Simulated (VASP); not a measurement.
# BaO (Fm-3m) in VASP: notebook

The runs below take BaO through single point, with PBE.

Program: VASP 6.6.1. These are calculated values, not measurements. Logs are shortened: lines on timing, memory, paths and dates and some standing lists are left out, and cuts for length are marked.

## (1) The cell of the first run

Symmetry: Fm-3m, No. 225, cubic system. Conventional cell: a = 5.574 Å, b = 5.574 Å, c = 5.574 Å, α = 90.00°, β = 90.00°, γ = 90.00°. Within 3.7 Å of Ba (site symmetry m-3m) lie 6 O at 2.79 Å. Within 3.7 Å of O (site symmetry m-3m) lie 6 Ba at 2.79 Å.

## (2) Single point, PBE

INCAR

```
PREC = Accurate
ENCUT = 600
EDIFF = 1E-6
ISMEAR = 0
SIGMA = 0.1
LREAL = False
LASPH = True
NELM = 120
ALGO = Normal
ISIF = 2
LWAVE = False
LCHARG = False
GGA = PE
NBANDS = 24
GGA_COMPAT = False
```

KPOINTS

```
regular mesh
0
Gamma
  4 4 4
```

POSCAR

```
BaO
1.0
    3.9414114602      0.0000000000      0.0000000000
    0.0000000000      3.9414114602      0.0000000000
    0.0000000000      0.0000000000      5.5739975419
Ba O
2 2
Direct
    0.0000000000      0.0000000000      0.0000000000
    0.5000000000      0.5000000000      0.5000000000
    0.5000000000      0.5000000000      0.0000000000
    0.0000000000      0.0000000000      0.5000000000
```

Potentials or basis: VASP PAW PBE potentials, release 64 (Ba_sv, O).

Started as:

```sh
> cat potpaw_PBE.64/Ba_sv/POTCAR potpaw_PBE.64/O/POTCAR > POTCAR
> mpirun -np 1 vasp_std > vasp.out
```

OUTCAR:

```text
PREC = Accurate
   ENCUT = 600
   EDIFF = 1E-6
   ISMEAR = 0
   LREAL = False
   LASPH = True
   NELM = 120
   ISIF = 2
   GGA = PE

 ion  position               nearest neighbor table
   1  0.000  0.000  0.000-   4 2.79   4 2.79   3 2.79   3 2.79   3 2.79   3 2.79   2 3.94   2 3.94
                             2 3.94   2 3.94   2 3.94   2 3.94   2 3.94   2 3.94
   2  0.500  0.500  0.500-   3 2.79   3 2.79   4 2.79   4 2.79   4 2.79   4 2.79   1 3.94   1 3.94
                             1 3.94   1 3.94   1 3.94   1 3.94   1 3.94   1 3.94
   3  0.500  0.500  0.000-   2 2.79   2 2.79   1 2.79   1 2.79   1 2.79   1 2.79
   4  0.000  0.000  0.500-   1 2.79   1 2.79   2 2.79   2 2.79   2 2.79   2 2.79

  LATTYP: Found a simple tetragonal cell.
 ALAT       =     3.9414114602
 C/A-ratio  =     1.4142135624

  Lattice vectors:

 A1 = (   3.9414114602,   0.0000000000,   0.0000000000)
 A2 = (   0.0000000000,   3.9414114602,   0.0000000000)
 A3 = (   0.0000000000,   0.0000000000,   5.5739975419)

Analysis of symmetry for initial positions (statically):
=====================================================================
 Subroutine PRICEL returns following result:

  LATTYP: Found a face centered cubic cell.
 ALAT       =     5.5739975419

  Lattice vectors:

 A1 = (  -1.9707057301,  -1.9707057301,  -2.7869987710)
 A2 = (   1.9707057301,  -1.9707057301,  -2.7869987709)
 A3 = (   0.0000000000,  -3.9414114602,  -0.0000000000)

   2 primitive cells build up your supercell.

 Routine SETGRP: Setting up the symmetry group for a
 simple tetragonal supercell.

 Subroutine GETGRP returns: Found 16 space group operations
 (whereof 16 operations were pure point group operations)
 out of a pool of 16 trial point group operations.

The static configuration has the point symmetry D_4h.

Analysis of symmetry for dynamics (positions and initial velocities):
=====================================================================
 Subroutine PRICEL returns following result:

  LATTYP: Found a face centered cubic cell.
 ALAT       =     5.5739975419

  Lattice vectors:

 A1 = (  -1.9707057301,  -1.9707057301,  -2.7869987710)
 A2 = (   1.9707057301,  -1.9707057301,  -2.7869987709)
 A3 = (   0.0000000000,  -3.9414114602,  -0.0000000000)

   2 primitive cells build up your supercell.

 Routine SETGRP: Setting up the symmetry group for a
 simple tetragonal supercell.

 Subroutine GETGRP returns: Found 16 space group operations
 (whereof 16 operations were pure point group operations)
 out of a pool of 16 trial point group operations.

The dynamic configuration has the point symmetry D_4h.

 Subroutine INISYM returns: Found 16 space group operations
 (whereof 16 operations are pure point group operations),
 and found     2 'primitive' translations

----------------------------------------------------------------------------------------

                                     Primitive cell

  volume of cell :      43.2953

  direct lattice vectors                    reciprocal lattice vectors
    -1.970705730 -1.970705730 -2.786998771    -0.253716216  0.000000000 -0.179404457
     1.970705730 -1.970705730 -2.786998771     0.253716216  0.000000000 -0.179404457
     0.000000000 -3.941411460 -0.000000000    -0.000000000 -0.253716216  0.179404457

  length of vectors
     3.941411460  3.941411460  3.941411460     0.310737634  0.310737634  0.310737634

  position of ions in fractional coordinates (direct lattice)
     0.000000000  0.000000000  0.000000000
     0.500000000  0.500000000  0.500000000

  ion indices of the primitive-cell ions
   primitive index   ion index
                 1           1
                 2           4

----------------------------------------------------------------------------------------

 KPOINTS: regular mesh

Automatic generation of k-mesh.
 Grid dimensions read from file:
 generate k-points for:    4    4    4

 Generating k-lattice:

  Cartesian coordinates                     Fractional coordinates (reciprocal lattice)
     0.063429054  0.000000000  0.000000000     0.250000000  0.000000000  0.000000000
     0.000000000  0.063429054  0.000000000     0.000000000  0.250000000  0.000000000
     0.000000000  0.000000000  0.044851114     0.000000000  0.000000000  0.250000000

  Length of vectors
     0.063429054  0.063429054  0.044851114

  Shift w.r.t. Gamma in fractional coordinates (k-lattice)
     0.000000000  0.000000000  0.000000000

 Subroutine IBZKPT returns following result:
 ===========================================

 Found     18 irreducible k-points:

 Following reciprocal coordinates:
            Coordinates               Weight
  0.000000  0.000000  0.000000      1.000000
  0.250000  0.000000  0.000000      4.000000
  0.500000  0.000000  0.000000      2.000000
  0.250000  0.250000  0.000000      4.000000
  0.500000  0.250000  0.000000      4.000000
  0.500000  0.500000  0.000000      1.000000
[... 10 lines left out ...]
  0.500000  0.250000  0.500000      4.000000
  0.500000  0.500000  0.500000      1.000000
   k-points           NKPTS =     18   k-points in BZ     NKDIM =     18   number of bands    NBANDS=     24
   number of dos      NEDOS =    301   number of ions     NIONS =      4
   total plane-waves  NPLWV =  49152
   dimension x,y,z NGX =    32 NGY =   32 NGZ =   48
   dimension x,y,z NGXF=    64 NGYF=   64 NGZF=   96
   ions per type =               2   2
   NGX,Y,Z   is equivalent  to a cutoff of  13.50, 13.50, 14.32 a.u.
   NGXF,Y,Z  is equivalent  to a cutoff of  26.99, 26.99, 28.63 a.u.
 SYSTEM =  unknown system
   PREC   = accura    normal or accurate (medium, high low for compatibility)
   ISTART =      0    job   : 0-new  1-cont  2-samecut
   ICHARG =      2    charge: 1-file 2-atom 10-const
   ISPIN  =      1    spin polarized calculation?
   LNONCOLLINEAR =      F non collinear calculations
   LSORBIT =      F    spin-orbit coupling
   LASPH  =      T    aspherical Exc in radial PAW
   ENCUT  =  600.0 eV  44.10 Ry    6.64 a.u.   7.87  7.87 11.13*2*pi/ulx,y,z
   NELM   =    120;   NELMIN=  2; NELMDL= -5     # of ELM steps
   EDIFF  = 0.1E-05   stopping-criterion for ELM
   LREAL  =      F    real-space projection
   EDIFFG = 0.1E-04   stopping-criterion for IOM
   NSW    =      0    number of steps for IOM
   IBRION =     -1    ionic relax: 0-MD 1-quasi-New 2-CG
   NFREE  =      0    steps in history (QN), initial steepest desc. (CG)
   ISIF   =      2    stress and relaxation
   ISYM   =      2    0-nonsym 1-usesym 2-fastsym
   POTIM  = 0.5000    time-step for ionic-motion
   TEBEG  =    0.0;   TEEND  =   0.0 temperature during run
   PSTRESS=    0.0 pullay stress
   NELECT =      32.0000    total number of electrons
   NUPDOWN=      -1.0000    fix difference up-down
   EMIN   =  10.00;   EMAX   =-10.00  energy-range for DOS
   EFERMI =   0.00;   METHOD = LEGACY
   ISMEAR =     0;   SIGMA  =   0.10  broadening in eV -4-tet -1-fermi 0-gaus
   EFERMI_NEDOS =   21; number of points for ismear=-14 and -15
   IALGO  =     38    algorithm
   IMIX   =      4    mixing-type and parameters
     AMIX     =   0.40;   BMIX     =  1.00
     AMIX_MAG =   1.60;   BMIX_MAG =  1.00
  volume/ion in A,a.u.               =      21.65       146.09
  Fermi-wavevector in a.u.,A,eV,Ry     =   1.174811  2.220071 18.778505  1.380181
  Thomas-Fermi vector in A             =   2.311202
   LORBIT       =      0    0 simple, 1 ext, 2 COOP (PROOUT), +10 PAW based schemes
   GGA     = PE    functional components
   LHFCALC =     F    Hartree Fock is set to
   AEXX    =    0.0000 exact exchange contribution
   IVDW    =     0    specifies the selected vdW correction
   LEPSILON=     F    determine dielectric tensor
   LRPA    =     F    only Hartree local field effects (RPA)
 non-spin polarized calculation
 Gauss-broadening in eV      SIGMA  =   0.10
  energy-cutoff  :      600.00
  volume of cell :       86.59
 maximum number of plane-waves:      2916
 NGX is ok and might be reduce to    32
   NGX = 15   NGY = 15   NGZ = 23

 number of electron      31.9999995 magnetization

 Free energy of the ion-electron system (eV)
  ---------------------------------------------------
  ext. energy  EPLUGINS =         0.00000000
  ---------------------------------------------------
  free energy    TOTEN  =       -23.60957514 eV

  energy without entropy =      -23.60957514  energy(sigma->0) =      -23.60957514

 E-fermi :   2.2270     XC(G=0):  -9.5320

 val. band max:        1.7485593125   @ k =   0.5000   0.5000   0.0000
 cond. band min:       3.7834184547   @ k =   0.5000   0.5000   0.0000
 fundamental gap:      2.0348591423
 Fermi energy:         2.2270490560

 k-point     1 :       0.0000    0.0000    0.0000
  band No.  band energies     occupation
      1     -24.1670      2.00000
      2     -23.8673      2.00000
      3     -13.3644      2.00000
      4     -13.2116      2.00000
      5     -10.1118      2.00000
      6      -9.2639      2.00000
[... 16 lines left out ...]
     23       8.6573      0.00000
     24       8.6575      0.00000

 k-point     2 :       0.2500    0.0000    0.0000
  band No.  band energies     occupation
      1     -24.0843      2.00000
      2     -23.8693      2.00000
      3     -13.5575      2.00000
      4     -13.4401      2.00000
      5      -9.8920      2.00000
      6      -9.1489      2.00000
[... 16 lines left out ...]
     23       8.6466      0.00000
     24       9.4476      0.00000

 k-point     3 :       0.5000    0.0000    0.0000
  band No.  band energies     occupation
      1     -23.9357      2.00000
      2     -23.9357      2.00000
      3     -13.7041      2.00000
      4     -13.7041      2.00000
      5      -9.3731      2.00000
      6      -9.3731      2.00000
[... 16 lines left out ...]
     23       8.8885      0.00000
     24       8.8885      0.00000
[... 352 lines left out ...]
 k-point    17 :       0.5000    0.2500    0.5000
  band No.  band energies     occupation
      1     -23.8967      2.00000
      2     -23.8967      2.00000
      3     -13.7337      2.00000
      4     -13.7337      2.00000
      5      -9.3046      2.00000
      6      -9.3046      2.00000
[... 16 lines left out ...]
     23       9.5367      0.00000
     24       9.5367      0.00000

 k-point    18 :       0.5000    0.5000    0.5000
  band No.  band energies     occupation
      1     -23.8626      2.00000
      2     -23.8626      2.00000
      3     -13.5510      2.00000
      4     -13.5510      2.00000
      5      -9.7142      2.00000
      6      -9.7142      2.00000
[... 16 lines left out ...]
     23      11.3935      0.00000
     24      11.3935      0.00000

------------------------ aborting loop because EDIFF is reached ----------------------------------------

  FORCE on cell =-STRESS in cart. coord.  units (eV):
  Direction    XX          YY          ZZ          XY          YZ          ZX
  --------------------------------------------------------------------------------------
  -------------------------------------------------------------------------------------
  Total        0.8116976      0.8116976      0.8075077      0.0000000     -0.0000000      0.0000000
  in kB       15.0187749     15.0187749     14.9412508      0.0000000     -0.0000000      0.0000000
  external PRESSURE =      14.9929335 kB  Pullay stress =       0.0000000 kB

 VOLUME and BASIS-vectors are now :
 -----------------------------------------------------------------------------
  energy-cutoff  :      600.00
  volume of cell :       86.59
      direct lattice vectors                 reciprocal lattice vectors
     3.941411460  0.000000000  0.000000000     0.253716216  0.000000000  0.000000000
     0.000000000  3.941411460  0.000000000     0.000000000  0.253716216  0.000000000
     0.000000000  0.000000000  5.573997542     0.000000000  0.000000000  0.179404457

 POSITION                                       TOTAL-FORCE (eV/Angst)
 -----------------------------------------------------------------------------------
      0.00000      0.00000      0.00000         0.000000      0.000000     -0.000000
      1.97071      1.97071      2.78700         0.000000      0.000000     -0.000000
      1.97071      1.97071      0.00000        -0.000000     -0.000000      0.000000
      0.00000      0.00000      2.78700         0.000000      0.000000      0.000000
 -----------------------------------------------------------------------------------
    total drift:                                0.000000     -0.000000     -0.000000

  FREE ENERGIE OF THE ION-ELECTRON SYSTEM (eV)
  ---------------------------------------------------
  free  energy   TOTEN  =       -23.6095751409 eV

  energy  without entropy=      -23.6095751409  energy(sigma->0) =      -23.60957514
```

Wall time 43 s (1 thread of AMD EPYC 7R13 (Zen 3), shared host); peak memory 0.19 GiB.

What came out:

| Quantity | Value |
| --- | --- |
| Free energy | -23.6096 eV |
| Pressure | 1.5 GPa |
| Band gap on the k mesh | 2.03 eV |

Levels at points of the mesh, in eV from the valence-band top:
```tsv
k point	band 13	band 14	band 15	band 16	band 17	band 18	band 19	band 20
(0.00, 0.00, 0.00)	-0.29	-0.13	-0.13	0.00	2.04	3.46	4.69	4.69
(0.50, 0.00, 0.00)	-1.27	-1.27	-0.36	-0.36	4.74	4.74	5.67	5.67
(0.50, 0.50, 0.00)	-0.13	-0.13	0.00	0.00	2.03	2.03	5.90	5.90
(0.00, 0.00, 0.50)	-0.30	-0.30	-0.30	-0.30	3.02	3.02	5.14	5.14
(0.50, 0.00, 0.50)	-1.39	-1.39	-1.39	-1.39	4.91	4.91	7.10	7.10
(0.50, 0.50, 0.50)	-0.19	-0.19	-0.19	-0.19	4.61	4.61	4.61	4.61
```

Caveat: spin-orbit coupling is left out, which moves the levels of the heavy elements. A k mesh can miss the band edges.

## (3) Single point, PBE

INCAR

```
PREC     = Accurate       # precision mode
ENCUT    = 600            # plane-wave cutoff, eV
EDIFF    = 1E-6           # SCF threshold, eV
ISMEAR   = 0              # smearing method
SIGMA    = 0.02           # smearing width, eV
LREAL    = False          # projectors in reciprocal space
LASPH    = True           # aspherical terms in the spheres
NELM     = 120            # most SCF steps
ALGO     = Normal         # electronic algorithm
ISIF     = 2              # what is computed and relaxed
LWAVE    = False          # write WAVECAR
LCHARG   = True           # write CHGCAR
GGA      = PE             # functional
LELF     = True           # ELF
LVHAR    = True         
NBANDS   = 24             # bands
GGA_COMPAT= False
```

KPOINTS

```
regular mesh
0
Gamma
  8 8 6
```

POSCAR is that of step 2.

Potentials or basis: VASP PAW PBE potentials, release 64 (Ba_sv, O).

Started as:

```sh
> cat potpaw_PBE.64/Ba_sv/POTCAR potpaw_PBE.64/O/POTCAR > POTCAR
> mpirun -np 1 vasp_std > vasp.out
```

Run time: 1.9 min. Hardware: 1 thread of AMD EPYC 7R13 (Zen 3), shared host; peak memory 0.26 GiB.

It converged, with:

| Item | Value |
| --- | --- |
| Free energy | -23.6132 eV |
| Pressure | 1.5 GPa |
| Band gap on the k mesh | 2.04 eV |

Levels at points of the mesh, in eV from the valence-band top:
| k point | band 14 | band 15 | band 16 | band 17 | band 18 | band 19 |
| --- | --- | --- | --- | --- | --- | --- |
| (0.00, 0.00, 0.00) | -0.13 | -0.13 | 0.00 | 2.04 | 3.47 | 4.69 |
| (0.50, 0.00, 0.00) | -1.27 | -0.36 | -0.36 | 4.74 | 4.74 | 5.67 |
| (0.50, 0.50, 0.00) | -0.13 | 0.00 | 0.00 | 2.04 | 2.04 | 5.90 |
| (0.00, 0.00, 0.50) | -0.30 | -0.30 | -0.30 | 3.03 | 3.03 | 5.14 |
| (0.50, 0.00, 0.50) | -1.39 | -1.39 | -1.39 | 4.91 | 4.91 | 7.10 |
| (0.50, 0.50, 0.50) | -0.19 | -0.19 | -0.19 | 4.61 | 4.61 | 4.61 |

Caveat: spin-orbit coupling is left out, which moves the levels of the heavy elements.

## (4) Single point, PBE

INCAR

```
SYSTEM = BaO
ALGO = Normal
EDIFF = 1E-6
ENCUT = 600
GGA = PE
GGA_COMPAT = .FALSE.
ISIF = 2
ISMEAR = 0
LASPH = .TRUE.
LCHARG = .FALSE.
LREAL = .FALSE.
LWAVE = .FALSE.
NBANDS = 24
NELM = 120
PREC = Accurate
SIGMA = 0.02
```

KPOINTS

```
k-points
0
G
  8 8 6
  0 0 0
```

POSCAR is that of step 3.

Started as:

```sh
> cat potpaw_PBE.64/Ba_sv/POTCAR potpaw_PBE.64/O/POTCAR > POTCAR
> mpirun -np 1 vasp_std > vasp.out
```

Run time: 1.8 min. Hardware: 1 thread of AMD EPYC 7R13 (Zen 3), shared host; peak memory 0.26 GiB.

Results (log left out):

| Item | Value |
| --- | --- |
| Free energy | -23.6132 eV |
| Pressure | 1.5 GPa |
| Band gap on the k mesh | 2.04 eV |

Levels at points of the mesh, in eV from the valence-band top:
| k point | band 12 | band 13 | band 14 | band 15 | band 16 | band 17 | band 18 | band 19 | band 20 | band 21 |
| --- | --- | --- | --- | --- | --- | --- | --- | --- | --- | --- |
| (0.00, 0.00, 0.00) | -0.29 | -0.29 | -0.13 | -0.13 | 0.00 | 2.04 | 3.47 | 4.69 | 4.69 | 4.69 |
| (0.50, 0.00, 0.00) | -1.56 | -1.27 | -1.27 | -0.36 | -0.36 | 4.74 | 4.74 | 5.67 | 5.67 | 6.62 |
| (0.50, 0.50, 0.00) | -0.13 | -0.13 | -0.13 | 0.00 | 0.00 | 2.04 | 2.04 | 5.90 | 5.90 | 8.80 |
| (0.00, 0.00, 0.50) | -1.29 | -0.30 | -0.30 | -0.30 | -0.30 | 3.03 | 3.03 | 5.14 | 5.14 | 6.86 |
| (0.50, 0.00, 0.50) | -1.92 | -1.39 | -1.39 | -1.39 | -1.39 | 4.91 | 4.91 | 7.10 | 7.10 | 7.10 |
| (0.50, 0.50, 0.50) | -1.25 | -0.19 | -0.19 | -0.19 | -0.19 | 4.61 | 4.61 | 4.61 | 4.61 | 6.76 |

Caveat: spin-orbit coupling is left out, which moves the levels of the heavy elements. A k mesh can miss the band edges.
